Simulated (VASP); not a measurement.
# Si6O in VASP: notebook

Si6O is run at these levels: PBE; tasks: single point.

All numbers are computed with VASP 6.6.1; they aren't measurements. Logs are shortened: lines on timing, memory, paths and dates and some standing lists are left out, and cuts for length are marked.

### 1 The cell of the first run

The cell holds a slab with vacuum, 7 atoms: a = 3.851 Å, b = 3.851 Å, c = 22.532 Å, α = 90.00°, β = 90.00°, γ = 120.00°.

### 2 Single point, PBE, collinear spin, ferromagnetic start

INCAR

```
PREC     = Accurate       # precision mode
ENCUT    = 520            # plane-wave cutoff, eV
EDIFF    = 1E-7           # SCF threshold, eV
ISMEAR   = 0              # smearing method
SIGMA    = 0.05           # smearing width, eV
LREAL    = False          # projectors in reciprocal space
LASPH    = True           # aspherical terms in the spheres
NELM     = 150            # most SCF steps
ALGO     = Normal         # electronic algorithm
ISIF     = 2              # what is computed and relaxed
LWAVE    = False          # write WAVECAR
LCHARG   = False          # write CHGCAR
ISPIN    = 2              # spin polarisation
MAGMOM   = 0 0 0 0 0 0 2  # initial moments
LORBIT   = 11             # projections on sites
LDIPOL   = True         
IDIPOL   = 3            
DIPOL    = 0.5 0.5 0.367
GGA      = PE             # functional
NBANDS   = 28             # bands
```

KPOINTS

```
regular mesh
0
Gamma
  9 9 1
```

POSCAR

```
Si6O
1.0
    3.8510821442      0.0000000000      0.0000000000
   -1.9255410721      3.3351349689      0.0000000000
    0.0000000000      0.0000000000     22.5320436023
Si O
6 1
Direct
    0.6666666667      0.3333333333      0.1775249538
    0.3333333333      0.6666666667      0.2130781088
    0.3333333333      0.6666666667      0.3187611744
    0.6666666667      0.3333333333      0.3526876124
    0.6666666667      0.3333333333      0.4598253233
    0.3333333333      0.6666666667      0.4896157578
    0.3333333333      0.6666666667      0.5598499285
```

Potentials or basis: VASP PAW PBE potentials, release 64 (Si, O).

On the command line:

```console
cat potpaw_PBE.64/Si/POTCAR potpaw_PBE.64/O/POTCAR > POTCAR
mpirun -np 1 vasp_std > vasp.out
```

OUTCAR:

```text
PREC = Accurate
   ENCUT = 520
   EDIFF = 1E-7
   ISMEAR = 0
   LREAL = False
   LASPH = True
   NELM = 150
   ISIF = 2
   ISPIN = 2
   LORBIT = 11
   GGA = PE

 ion  position               nearest neighbor table
   1  0.667  0.333  0.178-   2 2.36   2 2.36   2 2.36
   2  0.333  0.667  0.213-   1 2.36   1 2.36   1 2.36   3 2.38
   3  0.333  0.667  0.319-   4 2.35   4 2.35   4 2.35   2 2.38
   4  0.667  0.333  0.353-   3 2.35   3 2.35   3 2.35   5 2.41
   5  0.667  0.333  0.460-   6 2.32   6 2.32   6 2.32   4 2.41
   6  0.333  0.667  0.490-   7 1.58   5 2.32   5 2.32   5 2.32
   7  0.333  0.667  0.560-   6 1.58

  LATTYP: Found a hexagonal cell.
 ALAT       =     3.8510821442
 C/A-ratio  =     5.8508343262

  Lattice vectors:

 A1 = (   3.8510821442,   0.0000000000,   0.0000000000)
 A2 = (  -1.9255410721,   3.3351349689,   0.0000000000)
 A3 = (   0.0000000000,   0.0000000000,  22.5320436023)

Analysis of symmetry for initial positions (statically):
=====================================================================
 Subroutine PRICEL returns:
 Original cell was already a primitive cell.

 Routine SETGRP: Setting up the symmetry group for a
 hexagonal supercell.

 Subroutine GETGRP returns: Found  6 space group operations
 (whereof  6 operations were pure point group operations)
 out of a pool of 24 trial point group operations.

The static configuration has the point symmetry C_3v.

Analysis of symmetry for dynamics (positions and initial velocities):
=====================================================================
 Subroutine PRICEL returns:
 Original cell was already a primitive cell.

 Routine SETGRP: Setting up the symmetry group for a
 hexagonal supercell.

 Subroutine GETGRP returns: Found  6 space group operations
 (whereof  6 operations were pure point group operations)
 out of a pool of 24 trial point group operations.

The dynamic configuration has the point symmetry C_3v.

Analysis of structural, dynamic, and magnetic symmetry:
=====================================================================
 Subroutine PRICEL returns:
 Original cell was already a primitive cell.

 Routine SETGRP: Setting up the symmetry group for a
 hexagonal supercell.

 Subroutine GETGRP returns: Found  6 space group operations
 (whereof  6 operations were pure point group operations)
 out of a pool of 24 trial point group operations.

The overall configuration has the point symmetry C_3v.

 Subroutine INISYM returns: Found  6 space group operations
 (whereof  6 operations are pure point group operations),
 and found     1 'primitive' translations

----------------------------------------------------------------------------------------

                                     Primitive cell

  volume of cell :     289.3988

  direct lattice vectors                    reciprocal lattice vectors
     3.851082144  0.000000000  0.000000000     0.259667273  0.149918970  0.000000000
    -1.925541072  3.335134969  0.000000000     0.000000000  0.299837940  0.000000000
     0.000000000  0.000000000 22.532043602     0.000000000  0.000000000  0.044381238

  length of vectors
     3.851082144  3.851082144 22.532043602     0.299837940  0.299837940  0.044381238

  position of ions in fractional coordinates (direct lattice)
     0.666666667  0.333333333  0.177524954
     0.333333333  0.666666667  0.213078109
     0.333333333  0.666666667  0.318761174
     0.666666667  0.333333333  0.352687612
     0.666666667  0.333333333  0.459825323
     0.333333333  0.666666667  0.489615758
     0.333333333  0.666666667  0.559849929

  ion indices of the primitive-cell ions
   primitive index   ion index
                 1           1
                 2           2
                 3           3
                 4           4
                 5           5
                 6           6
                 7           7

----------------------------------------------------------------------------------------

 KPOINTS: regular mesh

Automatic generation of k-mesh.
 Grid dimensions read from file:
[... 42 lines left out ...]
 SYSTEM =  unknown system
   PREC   = accura    normal or accurate (medium, high low for compatibility)
   ISTART =      0    job   : 0-new  1-cont  2-samecut
   ICHARG =      2    charge: 1-file 2-atom 10-const
   ISPIN  =      2    spin polarized calculation?
   LNONCOLLINEAR =      F non collinear calculations
   LSORBIT =      F    spin-orbit coupling
   LASPH  =      T    aspherical Exc in radial PAW
   ENCUT  =  520.0 eV  38.22 Ry    6.18 a.u.   7.16  7.16 41.89*2*pi/ulx,y,z
   NELM   =    150;   NELMIN=  2; NELMDL= -5     # of ELM steps
   EDIFF  = 0.1E-06   stopping-criterion for ELM
   LREAL  =      F    real-space projection
   EDIFFG = 0.1E-05   stopping-criterion for IOM
   NSW    =      0    number of steps for IOM
   IBRION =     -1    ionic relax: 0-MD 1-quasi-New 2-CG
   NFREE  =      0    steps in history (QN), initial steepest desc. (CG)
   ISIF   =      2    stress and relaxation
   ISYM   =      2    0-nonsym 1-usesym 2-fastsym
   POTIM  = 0.5000    time-step for ionic-motion
   TEBEG  =    0.0;   TEEND  =   0.0 temperature during run
   PSTRESS=    0.0 pullay stress
   NELECT =      30.0000    total number of electrons
   NUPDOWN=      -1.0000    fix difference up-down
   EMIN   =  10.00;   EMAX   =-10.00  energy-range for DOS
   EFERMI =   0.00;   METHOD = LEGACY
   ISMEAR =     0;   SIGMA  =   0.05  broadening in eV -4-tet -1-fermi 0-gaus
   EFERMI_NEDOS =   21; number of points for ismear=-14 and -15
   IALGO  =     38    algorithm
   IMIX   =      4    mixing-type and parameters
     AMIX     =   0.40;   BMIX     =  1.00
     AMIX_MAG =   1.60;   BMIX_MAG =  1.00
  volume/ion in A,a.u.               =      41.34       278.99
  Fermi-wavevector in a.u.,A,eV,Ry     =   0.769041  1.453277  8.046819  0.591425
  Thomas-Fermi vector in A             =   1.869945
   LORBIT       =     11    0 simple, 1 ext, 2 COOP (PROOUT), +10 PAW based schemes
   GGA     = PE    functional components
   LHFCALC =     F    Hartree Fock is set to
   AEXX    =    0.0000 exact exchange contribution
   IVDW    =     0    specifies the selected vdW correction
   LEPSILON=     F    determine dielectric tensor
   LRPA    =     F    only Hartree local field effects (RPA)
 spin polarized calculation
 Gauss-broadening in eV      SIGMA  =   0.05
  energy-cutoff  :      520.00
  volume of cell :      289.40
 maximum number of plane-waves:      7845
 NGX is ok and might be reduce to    30
   NGX = 15   NGY = 15   NGZ = 83

 dipolmoment           0.000000      0.000000     -0.265211 electrons x Angstroem

 number of electron      29.9999997 magnetization       0.0272464

 number of electron      29.9999997 magnetization      -0.4487829

 dipolmoment           0.000000      0.000000      0.328113 electrons x Angstroem

 Free energy of the ion-electron system (eV)
  ---------------------------------------------------
  ext. energy  EPLUGINS =         0.00000000
  ---------------------------------------------------
  free energy    TOTEN  =       -36.69648832 eV

  energy without entropy =      -36.69287226  energy(sigma->0) =      -36.69468029

 E-fermi :  -1.6141     XC(G=0):  -4.8363

 val. band max:       -1.6343994103   @ k =   0.0000   0.0000   0.0000
 cond. band min:      -1.5944889426   @ k =   0.1111   0.1111   0.0000
 fundamental gap:      0.0399104678
 Fermi energy:        -1.6141446083

 spin component 1

 k-point     1 :       0.0000    0.0000    0.0000
  band No.  band energies     occupation
      1     -18.8303      1.00000
      2     -13.0640      1.00000
      3     -12.1125      1.00000
      4     -11.2238      1.00000
      5      -7.0406      1.00000
      6      -4.8788      1.00000
[... 349 lines left out ...]
     26       5.2060      0.00000
     27       5.4446      0.00000
 Fermi energy:        -1.6141446083

 spin component 2

 k-point     1 :       0.0000    0.0000    0.0000
  band No.  band energies     occupation
      1     -18.4900      1.00000
      2     -13.1440      1.00000
      3     -12.2072      1.00000
      4     -11.2358      1.00000
      5      -7.2362      1.00000
      6      -5.0070      1.00000
[... 349 lines left out ...]
     26       5.1191      0.00000
     27       5.3179      0.00000
 [bands above 27 left out]

------------------------ aborting loop because EDIFF is reached ----------------------------------------

 vacuum level on the upper side and lower side of the slab       (xc-potential included)         2.252        -2.294

  FORCE on cell =-STRESS in cart. coord.  units (eV):
  Direction    XX          YY          ZZ          XY          YZ          ZX
  --------------------------------------------------------------------------------------
  -------------------------------------------------------------------------------------
  Total        1.6912642      1.6912642      1.7103291      0.0000000      0.0000000      0.0000000
  in kB        9.3632210      9.3632210      9.4687682      0.0000000      0.0000000      0.0000000
  external PRESSURE =       9.3984034 kB  Pullay stress =       0.0000000 kB

 VOLUME and BASIS-vectors are now :
 -----------------------------------------------------------------------------
  energy-cutoff  :      520.00
  volume of cell :      289.40
      direct lattice vectors                 reciprocal lattice vectors
     3.851082144  0.000000000  0.000000000     0.259667273  0.149918970  0.000000000
    -1.925541072  3.335134969  0.000000000     0.000000000  0.299837940  0.000000000
     0.000000000  0.000000000 22.532043602     0.000000000  0.000000000  0.044381238

 POSITION                                       TOTAL-FORCE (eV/Angst)
 -----------------------------------------------------------------------------------
      1.92554      1.11171      4.00000        -0.000000      0.000000      0.515106
     -0.00000      2.22342      4.80109        -0.000000      0.000000     -0.793875
     -0.00000      2.22342      7.18234         0.000000      0.000000     -0.075981
      1.92554      1.11171      7.94677        -0.000000      0.000000      0.423372
      1.92554      1.11171     10.36080        -0.000000      0.000000     -1.561519
     -0.00000      2.22342     11.03204        -0.000000      0.000000      1.267131
     -0.00000      2.22342     12.61456         0.000000     -0.000000      0.225765
 -----------------------------------------------------------------------------------
    total drift:                                0.000000     -0.000000      0.000529

  FREE ENERGIE OF THE ION-ELECTRON SYSTEM (eV)
  ---------------------------------------------------
  free  energy   TOTEN  =       -36.6964883222 eV

  energy  without entropy=      -36.6928722637  energy(sigma->0) =      -36.69468029

 vacuum level on the upper side and lower side of the slab         7.674         3.024

 total charge

# of ion       s       p       d       tot
------------------------------------------
    1        0.794   0.844   0.000   1.638
    2        0.758   0.913   0.000   1.670
    3        0.764   0.912   0.000   1.676
    4        0.757   0.925   0.000   1.682
    5        0.794   0.907   0.000   1.701
    6        0.752   0.985   0.000   1.737
    7        1.604   3.327   0.000   4.931
--------------------------------------------------
tot          6.222   8.813   0.000  15.035

 magnetization (x)

# of ion       s       p       d       tot
------------------------------------------
    1       -0.035  -0.169   0.000  -0.204
    2       -0.003  -0.014   0.000  -0.017
    3       -0.007  -0.025   0.000  -0.032
    4       -0.003  -0.012   0.000  -0.015
    5        0.002   0.032   0.000   0.034
    6       -0.003  -0.006   0.000  -0.009
    7        0.002   0.205   0.000   0.207
--------------------------------------------------
tot         -0.046   0.011   0.000  -0.035
```

Run time: 7.9 min. Hardware: 1 thread of Intel Xeon 6975P-C (Granite Rapids), shared host; peak memory 0.59 GiB.

What came out:

- Free energy: -36.6965 eV
- Largest force: 1.562 eV/Å
- Net moment: -0.45 μB per cell
- Site moments: Si -0.20, -0.02, -0.03, -0.01, +0.03 (each value once); O +0.21 μB
- Valence electrons inside the program's atomic spheres: Si 1.64, 1.67, 1.68, 1.70, 1.74 (each value once); O 4.93

Forces on the atoms (eV/Å):
```
Si   0.000  0.000  0.515
Si   0.000  0.000 -0.794
Si   0.000  0.000 -0.076
Si   0.000  0.000  0.423
Si   0.000  0.000 -1.562
Si   0.000  0.000  1.267
O    0.000  0.000  0.226
```

(Part 1 of 2 ends here.)
